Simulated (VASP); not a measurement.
Set up this calculation in VASP 6.6.1, as the native input.

| Quantity | Value |
| --- | --- |
| Task | single point |
| Functional | PBEsol |
| Potentials or basis | VASP PAW PBE potentials, release 64 (Al) |
| Cutoff | 520 eV |
| k mesh | 24 × 24 × 14 |
| Occupations | gaussian, width 0.15 eV |
| Spin | no spin polarisation |
| Dipole correction | no |
| Further INCAR settings | ALGO = Fast; EDIFF = 1e-06; NBANDS = 10 |

The structure of Al lies in POSCAR:

```
Al
1.0
    2.8643198468      0.0000000000      0.0000000000
   -1.4321599234      2.4805737519      0.0000000000
    0.0000000000      0.0000000000      4.6373174459
Al
2
Direct
    0.6666666667      0.3333333333      0.7500000000
    0.3333333333      0.6666666667      0.2500000000
```

This cell differs from its parent crystal: strain +0.0050 x Voigt [1, 1, 0, 0, 0, 0].

One way to write it, as run:

INCAR

```
ALGO = Fast
EDIFF = 1E-6
ENCUT = 520
GGA = PS
ISIF = 2
ISMEAR = 0
LASPH = True
LCHARG = True
LELF = True
LREAL = False
LVHAR = True
LWAVE = False
NBANDS = 10
NELM = 80
PREC = Accurate
SIGMA = 0.15
```

KPOINTS

```
k-points
0
Gamma
  24 24 14
```

Potentials or basis: VASP PAW PBE potentials, release 64 (Al).

Launch:

```bash
$ cat potpaw_PBE.64/Al/POTCAR > POTCAR
$ mpirun -np 1 vasp_std > vasp.out
```

It gave:

| Item | Value |
| --- | --- |
| Pressure | -0.7 GPa |
| Band gap on the k mesh | zero (band 3 reaches 12.31 eV, above the bottom of band 4 at 4.73 eV) |

Caveat: the cell differs from its parent crystal (strain +0.0050 x Voigt [1, 1, 0, 0, 0, 0]); the PAW data sets were made with another functional, which shifts forces and pressure a little.

Run time: 65 s on 1 thread of Intel(R) Xeon(R) Platinum 8375C CPU @ 2.90GHz (Ice Lake), with other jobs on the host, peak memory 0.25 GiB.
